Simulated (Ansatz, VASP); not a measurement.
## One calculation of Sc, two programs

```xyz
1
Lattice="-1.6376 1.6376 2.3401 1.6376 -1.6376 2.3401 1.6376 1.6376 -2.3401" Properties=species:S:1:pos:R:3 pbc="T T T"
Sc    0.0000    0.0000    0.0000
```

Alike in both runs: functional r2SCAN; k mesh 16 × 16 × 16; occupations gaussian, width 0.1 eV; no spin polarisation.

Ansatz relaxed the structure, and its values are those at the end. VASP's run is a single point on that final structure, the one shown.

|  | VASP | Ansatz |
| --- | --- | --- |
| version | VASP 6.6.1 | Ansatz 0.2.0 |
| potentials or method | VASP PAW PBE potentials, release 64 (Sc_sv), cutoff 520 eV | scalar-relativistic, plane waves, PAW |
| valence electrons in the cell | 11 | 11 |

Ansatz gave:

| Quantity | Value |
| --- | --- |
| gap on the k mesh at the Fermi level (eV) | none |
| pressure (GPa) | 0.0 |

Problem. Estimate VASP's values.

Solution. gap on the k mesh at the Fermi level (eV): none; pressure (GPa): 0.2.

VASP's potentials were made for PBE, not for r2SCAN. A gap of «none» marks a metal or a gap that the smearing closes. With one functional, cell and mesh, what is left measures potentials, basis and numerics.
